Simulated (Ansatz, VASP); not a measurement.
SiF in VASP and in Ansatz

```xyz
2
Lattice="1.3386 0.7728 3.8203 -1.3386 0.7728 3.8203 0.0000 -1.5457 3.8203" Properties=species:S:1:pos:R:3 pbc="T T T"
Si    0.0000    0.0000    5.7305
F     0.0000    0.0000    0.0000
```

Alike in both runs: task single point; functional PBE; k mesh 10 × 10 × 10; occupations fermi-dirac, width 0.05 eV; no spin polarisation.

|  | VASP | Ansatz |
| --- | --- | --- |
| version | VASP 6.6.1 | Ansatz 0.2.0 |
| potentials or method | VASP PAW PBE potentials, release 64 (Si, F) | Ansatz PAW |
| plane-wave cutoff (eV) | 520 | 420 |
| valence electrons in the cell | 11 | 11 |

VASP gave:

```
gap on the k mesh at the Fermi level (eV)                     : none
pressure (GPa)                                                : 2.6
traceless stress, the component that is largest in VASP (GPa) : 5.09
```

Problem. What did Ansatz give for the same quantities?

Solution. gap on the k mesh at the Fermi level (eV): none; pressure (GPa): 2.8; traceless stress, the component that is largest in VASP (GPa): 5.07.

A gap of «none» marks a metal or a gap that the smearing closes.
